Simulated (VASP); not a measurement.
# HfN (Fm-3m) in VASP: a series of runs

The runs below take HfN through single point, relaxation of cell and atoms, with PBE.

Everything below comes from runs of VASP 6.6.1. Logs are shortened: lines on timing, memory, paths and dates and some standing lists are left out, and cuts for length are marked.

## Step 1: The cell of the first run

It takes space group Fm-3m (No. 225, cubic). The conventional cell has a = 4.566 Å, b = 4.566 Å, c = 4.566 Å, α = 90.00°, β = 90.00°, γ = 90.00°. Hf (site symmetry m-3m) has 6 N at 2.28 Å within 3.0 Å. N (site symmetry m-3m) has 6 Hf at 2.28 Å within 3.0 Å.

## Step 2: Single point, PBE

The input, INCAR:

```
SYSTEM = HfN
PREC = Accurate ; ENCUT = 520
EDIFF = 1E-6 ; ISMEAR = 0
SIGMA = 0.1 ; LREAL = .FALSE.
LASPH = .TRUE. ; NELM = 100
ALGO = Normal ; ISIF = 2
LWAVE = .FALSE. ; LCHARG = .FALSE.
GGA = PE ; NBANDS = 14
```

The input, KPOINTS:

```
regular mesh
0
G
  16 16 16
  0 0 0
```

The input, POSCAR:

```
HfN
1.0
    0.0000000000      2.2827802794      2.2827802794
    2.2827802794      0.0000000000      2.2827802794
    2.2827802794      2.2827802794      0.0000000000
Hf N
1 1
Direct
    0.0000000000      0.0000000000      0.0000000000
    0.5000000000      0.5000000000      0.5000000000
```

Potentials or basis: VASP PAW PBE potentials, release 64 (Hf_pv, N).

Launch:

```
> cat potpaw_PBE.64/Hf_pv/POTCAR potpaw_PBE.64/N/POTCAR > POTCAR
> mpirun -np 1 vasp_std > vasp.out
```

OUTCAR:

```text
SYSTEM = HfN
   PREC = Accurate
   ENCUT = 520
   EDIFF = 1E-6
   ISMEAR = 0
   LREAL = .FALSE.
   LASPH = .TRUE.
   NELM = 100
   ISIF = 2
   GGA = PE

 ion  position               nearest neighbor table
   1  0.000  0.000  0.000-   2 2.28   2 2.28   2 2.28   2 2.28   2 2.28   2 2.28
   2  0.500  0.500  0.500-   1 2.28   1 2.28   1 2.28   1 2.28   1 2.28   1 2.28

  LATTYP: Found a face centered cubic cell.
 ALAT       =     4.5655605588

  Lattice vectors:

 A1 = (   0.0000000000,   2.2827802794,   2.2827802794)
 A2 = (   2.2827802794,   0.0000000000,   2.2827802794)
 A3 = (   2.2827802794,   2.2827802794,   0.0000000000)

Analysis of symmetry for initial positions (statically):
=====================================================================
 Subroutine PRICEL returns:
 Original cell was already a primitive cell.

 Routine SETGRP: Setting up the symmetry group for a
 face centered cubic supercell.

 Subroutine GETGRP returns: Found 48 space group operations
 (whereof 48 operations were pure point group operations)
 out of a pool of 48 trial point group operations.

The static configuration has the point symmetry O_h .

Analysis of symmetry for dynamics (positions and initial velocities):
=====================================================================
 Subroutine PRICEL returns:
 Original cell was already a primitive cell.

 Routine SETGRP: Setting up the symmetry group for a
 face centered cubic supercell.

 Subroutine GETGRP returns: Found 48 space group operations
 (whereof 48 operations were pure point group operations)
 out of a pool of 48 trial point group operations.

The dynamic configuration has the point symmetry O_h .

 Subroutine INISYM returns: Found 48 space group operations
 (whereof 48 operations are pure point group operations),
 and found     1 'primitive' translations

----------------------------------------------------------------------------------------

                                     Primitive cell

  volume of cell :      23.7915

  direct lattice vectors                    reciprocal lattice vectors
     0.000000000  2.282780279  2.282780279    -0.219031154  0.219031154  0.219031154
     2.282780279  0.000000000  2.282780279     0.219031154 -0.219031154  0.219031154
     2.282780279  2.282780279  0.000000000     0.219031154  0.219031154 -0.219031154

  length of vectors
     3.228338831  3.228338831  3.228338831     0.379373088  0.379373088  0.379373088

  position of ions in fractional coordinates (direct lattice)
     0.000000000  0.000000000  0.000000000
     0.500000000  0.500000000  0.500000000

  ion indices of the primitive-cell ions
   primitive index   ion index
                 1           1
                 2           2

----------------------------------------------------------------------------------------

 KPOINTS: regular mesh

Automatic generation of k-mesh.
 Grid dimensions read from file:
 generate k-points for:   16   16   16

 Generating k-lattice:

  Cartesian coordinates                     Fractional coordinates (reciprocal lattice)
    -0.013689447  0.013689447  0.013689447     0.062500000  0.000000000  0.000000000
     0.013689447 -0.013689447  0.013689447     0.000000000  0.062500000  0.000000000
     0.013689447  0.013689447 -0.013689447     0.000000000  0.000000000  0.062500000

  Length of vectors
     0.023710818  0.023710818  0.023710818

  Shift w.r.t. Gamma in fractional coordinates (k-lattice)
     0.000000000  0.000000000  0.000000000

 Subroutine IBZKPT returns following result:
 ===========================================

 Found    145 irreducible k-points:

 Following reciprocal coordinates:
            Coordinates               Weight
  0.000000  0.000000  0.000000      1.000000
  0.062500  0.000000  0.000000      8.000000
  0.125000  0.000000  0.000000      8.000000
  0.187500  0.000000  0.000000      8.000000
  0.250000  0.000000  0.000000      8.000000
  0.312500  0.000000  0.000000      8.000000
[... 16 lines left out ...]
 -0.125000  0.062500  0.000000     24.000000
 -0.062500  0.062500  0.000000     12.000000
 [... further k-points ...]
   k-points           NKPTS =    145   k-points in BZ     NKDIM =    145   number of bands    NBANDS=     14
   number of dos      NEDOS =    301   number of ions     NIONS =      2
   total plane-waves  NPLWV =  13824
   dimension x,y,z NGX =    24 NGY =   24 NGZ =   24
   dimension x,y,z NGXF=    48 NGYF=   48 NGZF=   48
   ions per type =               1   1
   NGX,Y,Z   is equivalent  to a cutoff of  12.36, 12.36, 12.36 a.u.
   NGXF,Y,Z  is equivalent  to a cutoff of  24.72, 24.72, 24.72 a.u.
 SYSTEM =  HfN
   PREC   = accura    normal or accurate (medium, high low for compatibility)
   ISTART =      0    job   : 0-new  1-cont  2-samecut
   ICHARG =      2    charge: 1-file 2-atom 10-const
   ISPIN  =      1    spin polarized calculation?
   LNONCOLLINEAR =      F non collinear calculations
   LSORBIT =      F    spin-orbit coupling
   LASPH  =      T    aspherical Exc in radial PAW
   ENCUT  =  520.0 eV  38.22 Ry    6.18 a.u.   6.00  6.00  6.00*2*pi/ulx,y,z
   NELM   =    100;   NELMIN=  2; NELMDL= -5     # of ELM steps
   EDIFF  = 0.1E-05   stopping-criterion for ELM
   LREAL  =      F    real-space projection
   EDIFFG = 0.1E-04   stopping-criterion for IOM
   NSW    =      0    number of steps for IOM
   IBRION =     -1    ionic relax: 0-MD 1-quasi-New 2-CG
   NFREE  =      0    steps in history (QN), initial steepest desc. (CG)
   ISIF   =      2    stress and relaxation
   ISYM   =      2    0-nonsym 1-usesym 2-fastsym
   POTIM  = 0.5000    time-step for ionic-motion
   TEBEG  =    0.0;   TEEND  =   0.0 temperature during run
   PSTRESS=    0.0 pullay stress
   NELECT =      15.0000    total number of electrons
   NUPDOWN=      -1.0000    fix difference up-down
   EMIN   =  10.00;   EMAX   =-10.00  energy-range for DOS
   EFERMI =   0.00;   METHOD = LEGACY
   ISMEAR =     0;   SIGMA  =   0.10  broadening in eV -4-tet -1-fermi 0-gaus
   EFERMI_NEDOS =   21; number of points for ismear=-14 and -15
   IALGO  =     38    algorithm
   IMIX   =      4    mixing-type and parameters
     AMIX     =   0.40;   BMIX     =  1.00
     AMIX_MAG =   1.60;   BMIX_MAG =  1.00
  volume/ion in A,a.u.               =      11.90        80.28
  Fermi-wavevector in a.u.,A,eV,Ry     =   1.403776  2.652752 26.811464  1.970587
  Thomas-Fermi vector in A             =   2.526404
   LORBIT       =      0    0 simple, 1 ext, 2 COOP (PROOUT), +10 PAW based schemes
   GGA     = PE    functional components
   LHFCALC =     F    Hartree Fock is set to
   AEXX    =    0.0000 exact exchange contribution
   IVDW    =     0    specifies the selected vdW correction
   LEPSILON=     F    determine dielectric tensor
   LRPA    =     F    only Hartree local field effects (RPA)
 non-spin polarized calculation
 Gauss-broadening in eV      SIGMA  =   0.10
  energy-cutoff  :      520.00
  volume of cell :       23.79
 maximum number of plane-waves:       653
   NGX = 13   NGY = 13   NGZ = 13

 number of electron      14.9999999 magnetization

 Free energy of the ion-electron system (eV)
  ---------------------------------------------------
  ext. energy  EPLUGINS =         0.00000000
  ---------------------------------------------------
  free energy    TOTEN  =       -21.75224918 eV

  energy without entropy =      -21.74926828  energy(sigma->0) =      -21.75075873

 E-fermi :   8.1061     XC(G=0): -12.5681

 val. band max:        8.1050485190   @ k =  -0.1250   0.0625   0.0000
 cond. band min:       8.1087053843   @ k =   0.3750   0.1250   0.0000
 fundamental gap:      0.0036568654
 Fermi energy:         8.1061244753

 k-point     1 :       0.0000    0.0000    0.0000
  band No.  band energies     occupation
      1     -23.1704      2.00000
      2     -23.1704      2.00000
      3     -23.1704      2.00000
      4      -9.2165      2.00000
      5       5.1174      2.00000
      6       5.1174      2.00000
      7       5.1174      2.00000
      8       7.7761      2.00000
      9       7.7761      2.00000
     10       7.7761      2.00000
     11       9.6085      0.00000
     12       9.9989      0.00000
     13       9.9989      0.00000
     14      17.5953      0.00000

 k-point     2 :       0.0625    0.0000    0.0000
  band No.  band energies     occupation
      1     -23.2058      2.00000
      2     -23.1734      2.00000
      3     -23.1734      2.00000
      4      -9.1321      2.00000
      5       4.7154      2.00000
      6       4.8933      2.00000
      7       4.8933      2.00000
      8       7.8806      1.99857
      9       7.9056      1.99543
     10       7.9056      1.99543
     11       9.9065      0.00000
     12      10.2899      0.00000
     13      10.2899      0.00000
     14      17.8909      0.00000

 k-point     3 :       0.1250    0.0000    0.0000
  band No.  band energies     occupation
      1     -23.3050      2.00000
      2     -23.1821      2.00000
      3     -23.1821      2.00000
      4      -8.8895      2.00000
      5       3.8190      2.00000
      6       4.3710      2.00000
      7       4.3710      2.00000
      8       8.0567      1.51529
      9       8.2471      0.04623
     10       8.2471      0.04623
     11      10.6571      0.00000
     12      11.0490      0.00000
     13      11.0490      0.00000
     14      18.7109      0.00000
[... 324 lines left out ...]
 k-point    23 :      -0.1250    0.0625    0.0000
  band No.  band energies     occupation
      1     -23.3626      2.00000
      2     -23.2124      2.00000
      3     -23.1777      2.00000
      4      -8.7167      2.00000
      5       3.2409      2.00000
      6       3.9230      2.00000
      7       4.3377      2.00000
      8       8.1050      1.01214
      9       8.2237      0.09639
     10       8.9070      0.00000
     11      10.4250      0.00000
     12      11.6605      0.00000
     13      11.9690      0.00000
     14      19.2868      0.00000

 k-point    24 :      -0.0625    0.0625    0.0000
  band No.  band energies     occupation
      1     -23.2548      2.00000
      2     -23.1918      2.00000
      3     -23.1723      2.00000
      4      -8.9969      2.00000
      5       4.1170      2.00000
      6       4.4851      2.00000
      7       4.7818      2.00000
      8       7.9313      1.98658
      9       7.9442      1.97794
     10       8.3597      0.00034
     11       9.9771      0.00000
     12      10.7554      0.00000
     13      10.9882      0.00000
     14      18.3596      0.00000

 [... further k-points ...]

------------------------ aborting loop because EDIFF is reached ----------------------------------------

  FORCE on cell =-STRESS in cart. coord.  units (eV):
  Direction    XX          YY          ZZ          XY          YZ          ZX
  --------------------------------------------------------------------------------------
  -------------------------------------------------------------------------------------
  Total       -0.7889719     -0.7889719     -0.7889719     -0.0000000      0.0000000     -0.0000000
  in kB      -53.1312196    -53.1312196    -53.1312196     -0.0000000      0.0000000     -0.0000000
  external PRESSURE =     -53.1312196 kB  Pullay stress =       0.0000000 kB

 VOLUME and BASIS-vectors are now :
 -----------------------------------------------------------------------------
  energy-cutoff  :      520.00
  volume of cell :       23.79
      direct lattice vectors                 reciprocal lattice vectors
     0.000000000  2.282780279  2.282780279    -0.219031154  0.219031154  0.219031154
     2.282780279  0.000000000  2.282780279     0.219031154 -0.219031154  0.219031154
     2.282780279  2.282780279  0.000000000     0.219031154  0.219031154 -0.219031154

 POSITION                                       TOTAL-FORCE (eV/Angst)
 -----------------------------------------------------------------------------------
      0.00000      0.00000      0.00000        -0.000000     -0.000000      0.000000
      2.28278      2.28278      2.28278         0.000000      0.000000     -0.000000
 -----------------------------------------------------------------------------------
    total drift:                                0.000000     -0.000000     -0.000000

  FREE ENERGIE OF THE ION-ELECTRON SYSTEM (eV)
  ---------------------------------------------------
  free  energy   TOTEN  =       -21.7522491811 eV

  energy  without entropy=      -21.7492682816  energy(sigma->0) =      -21.75075873
```

It took 54 s on 1 thread of Intel Xeon 8259CL, shared host; peak memory 0.18 GiB.

Results:

```yaml
Free_energy: -21.7522 eV
Pressure: -5.3 GPa
Band_gap_on_the_k_mesh: zero (an odd number of electrons rules out a gap without spin polarisation)
```

Caveat: the cell stands under tension; spin-orbit coupling is left out, which moves the levels of the heavy elements.

## Step 3: Relaxation of cell and atoms, PBE, target pressure 60 GPa, at which the enthalpy is minimised

This run uses another cell than the first one, of 9.96 Å³/atom.

The input, INCAR:

```
ALGO = Normal ; EDIFF = 1E-6
EDIFFG = -0.008 ; ENCUT = 600
GGA = PE ; IBRION = 2
ISIF = 3 ; ISMEAR = 0
LASPH = True ; LCHARG = False
LREAL = False ; LWAVE = False
NELM = 60 ; NSW = 70
PREC = Accurate ; PSTRESS = 600.0
SIGMA = 0.1
```

The input, KPOINTS:

```
k-points
0
Gamma
  16 16 16
```

The input, POSCAR:

```
HfN
1.0
    0.0000000000      2.1516924711      2.1516924711
    2.1516924711      0.0000000000      2.1516924711
    2.1516924711      2.1516924711      0.0000000000
Hf N
1 1
Direct
    0.0000000000      0.0000000000      0.0000000000
    0.5000000000      0.5000000000      0.5000000000
```

Potentials or basis: VASP PAW PBE potentials, release 64 (Hf_pv, N).

Launch:

```
> cat potpaw_PBE.64/Hf_pv/POTCAR potpaw_PBE.64/N/POTCAR > POTCAR
> mpirun -np 1 vasp_std > vasp.out
```

It took 86 s on 1 thread of Intel Xeon 8259CL, shared host; peak memory 0.18 GiB.

It converged, with:

```yaml
Free_energy: -21.2042 eV
Relaxed_volume: 9.95 Å³/atom
Relaxed_cell: a = 3.042 Å, b = 3.042 Å, c = 3.042 Å, α = 60.00°, β = 60.00°, γ = 60.00°
Space_group_after_relaxing_to_0.1_Å: Fm-3m (No. 225)
Energy_change_on_relaxing_the_run_minimises_the_enthalpy: +4.0 meV/atom
Ionic_steps: 3
Pressure_after_relaxing: 60.0 GPa
Band_gap_on_the_k_mesh: zero (an odd number of electrons rules out a gap without spin polarisation)
```

The path:
```tsv
step	energy change (eV)	largest force (eV/Å)	pressure (GPa)	volume (Å³)
1	0.0000	0.0000	59.47	19.92
2	0.0359	0.0000	61.91	19.83
3	0.0079	0.0000	60.01	19.90
```

Final structure:
```
Hf N
1.0
     0.00000    2.15093    2.15093
     2.15093    0.00000    2.15093
     2.15093    2.15093    0.00000
Hf N
1 1
Direct
  0.00000 0.00000 0.00000
  0.50000 0.50000 0.50000
```

Levels at points of the mesh, in eV from the Fermi level:
| k point | band 6 | band 7 | band 8 | band 9 | band 10 | band 11 |
| --- | --- | --- | --- | --- | --- | --- |
| (0.00, 0.00, 0.00) | -3.18 | -3.18 | -0.45 | -0.45 | -0.45 | 2.34 |
| (0.50, 0.00, 0.00) | -6.96 | -6.96 | 4.00 | 4.51 | 4.51 | 5.27 |
| (0.50, 0.50, 0.00) | -4.52 | -3.70 | -3.70 | 4.95 | 6.76 | 6.76 |

Caveat: the cell is relaxed towards a set pressure, so the run minimises the enthalpy, not the energy; spin-orbit coupling is left out, which moves the levels of the heavy elements.
